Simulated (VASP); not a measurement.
Input of a VASP 6.6.1 run:

POSCAR

```
H21ClO10
1.0
    7.0540040000      0.0000000000      0.0000000000
    0.0000000000      7.0540040000      0.0000000000
    0.0000000000      0.0000000000      7.0540040000
O H Cl
10 21 1
Direct
    0.3721716064      0.3253471362      0.2649275504
    0.6949811766      0.7693077577      0.0758292737
    0.4597672471      0.7788626148      0.6656361408
    0.3606604136     -0.0272894657      0.9971925165
    0.3693079845      0.4476322951      0.8753326480
    0.9184145628      0.5663166621      0.6106602718
    0.7244396232      0.2641903804      0.8859082019
    0.9516722701      0.4790329010      0.2178479060
    0.2473205289      0.9264241982      0.3761693359
    1.0336257252      1.0053864444      0.8184996776
    0.4174933839      0.3155371049      0.1358660982
    0.3944001166      0.2073999391      0.3210942324
    0.6934359550      0.8909266283      0.0089878032
    0.8223839964      0.7169545126      0.0754890414
    0.3690811630      0.8074704806      0.5618511132
    0.5810742381      0.8166425763      0.6228519292
    0.2402040033      0.0362347399      0.9896507005
    0.3787919599     -0.1034022663      0.8826051134
    0.4039407973      0.5479157653      0.7906006291
    0.2366882695      0.4289478713      0.8269204270
    0.8822081757      0.5937904203      0.4847601447
    0.7993757871      0.5387578459      0.6724124341
    0.7984685010      0.3138217670      0.9796705531
    0.5984686144      0.3167987997      0.8910967445
    0.9057834387      0.3496737456      0.2437622661
    1.0855111508      0.4713351453      0.2502833852
    0.1184008401      0.9821514136      0.3670681219
    0.2889848092      0.8984967970      0.2481711096
    0.9909265716      0.9277000694      0.7092000515
    0.9030190513      1.0565630527      0.8468665456
    0.6968666306      0.8852419137      0.2812161717
    0.7714625623      0.9759279978      0.4311735576
```

File INCAR.step1:

```
SYSTEM = H21ClO10
PREC = Accurate
ENCUT = 910
ISMEAR = -1
SIGMA = 0.02
LREAL = Auto
LASPH = .True.
NELM = 120
NBANDS = 66
GGA = PE
ALGO = Normal
EDIFF = 1E-5
LWAVE = .True.
LCHARG = .False.
GGA_COMPAT = .False.
```

The input INCAR.step2:

```
SYSTEM = H21ClO10
PREC = Accurate
ENCUT = 910
EDIFF = 1E-6
ISMEAR = -1
SIGMA = 0.02
LREAL = Auto
LASPH = .True.
NELM = 120
ALGO = Normal
ISIF = 2
LWAVE = .False.
LCHARG = .False.
METAGGA = R2SCAN
LMIXTAU = .True.
NBANDS = 66
ISTART = 1
GGA_COMPAT = .False.
```

File KPOINTS:

```
regular mesh
0
Gamma
  1 1 1
  0 0 0
```

Potentials or basis: VASP PAW PBE potentials, release 64 (O_h, H_h, Cl).

Command:

```console
$ cat potpaw_PBE.64/O_h/POTCAR potpaw_PBE.64/H_h/POTCAR potpaw_PBE.64/Cl/POTCAR > POTCAR
$ cp INCAR.step1 INCAR
$ mpirun -np 1 vasp_gam > vasp.out
$ cp INCAR.step2 INCAR
$ mpirun -np 1 vasp_gam > vasp.out
```

Task: What does it give for the band gap on the k mesh?

Result: 5.00 eV.

Task: Estimate the largest force.

Result: 3.151 eV/Å.

Task: Predict the pressure.

Result: -0.3 GPa.

Stress tensor (GPa, compression positive):
```
-1.44  0.91 -0.15
 0.91 -0.59 -0.48
-0.15 -0.48  1.20
```

Caveat: the k points lie up to 0.89 Å⁻¹ apart; the cutoff is under 1.25 times the usual one of these potentials, so pressure, stress and relaxed cells hold a basis-set (Pulay) error; the atoms stand as in a frame of molecular dynamics; the PAW data sets were made with another functional, which shifts forces and pressure a little.
